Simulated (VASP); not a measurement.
Write the native input for VASP 6.6.1 that does the following.

| Property | Result |
| --- | --- |
| Task | single point |
| Functional | BLYP |
| Potentials or basis | VASP PAW PBE potentials, release 64 (Cs_sv) |
| Cutoff | 520 eV |
| k mesh | 12 × 12 × 12 |
| Occupations | fermi-dirac, width 0.1 eV |
| Spin | no spin polarisation |
| Dipole correction | no |
| Further INCAR settings | ALGO = Normal; EDIFF = 1e-06; NBANDS = 10 |

The structure of Cs lies in POSCAR:

```
Cs
1.0
   -3.1012495243      3.1012495243      3.1012495243
    3.1012495243     -3.1012495243      3.1012495243
    3.1012495243      3.1012495243     -3.1012495243
Cs
1
Direct
    0.0000000000      0.0000000000      0.0000000000
```

These files were run (other wordings do the same):

INCAR

```
SYSTEM = Cs
PREC = Accurate ; ENCUT = 520
EDIFF = 1E-6 ; ISMEAR = -1
SIGMA = 0.1 ; LREAL = .FALSE.
LASPH = .TRUE. ; NELM = 80
ALGO = Normal ; ISIF = 2
LWAVE = .FALSE. ; LCHARG = .FALSE.
GGA = B5 ; ALDAX = 1.0
AGGAX = 1.0 ; AGGAC = 1.0
ALDAC = 0.0 ; NBANDS = 10
```

KPOINTS

```
Automatic mesh
0
G
  12 12 12
  0 0 0
```

Potentials or basis: VASP PAW PBE potentials, release 64 (Cs_sv).

Run with:

```sh
$ cat potpaw_PBE.64/Cs_sv/POTCAR > POTCAR
$ mpirun -np 1 vasp_std > vasp.out
```

Results of the run:

```yaml
Pressure: 0.1 GPa
Band_gap_on_the_k_mesh: zero (an odd number of electrons rules out a gap without spin polarisation)
```

Caveat: the PAW data sets were made with another functional, which shifts forces and pressure a little; spin-orbit coupling is left out, which moves the levels of the heavy elements.

It took 66 s on 1 thread of Intel(R) Xeon(R) Platinum 8259CL CPU @ 2.50GHz (Skylake/Cascade Lake), with other jobs on the host, peak memory 0.27 GiB.
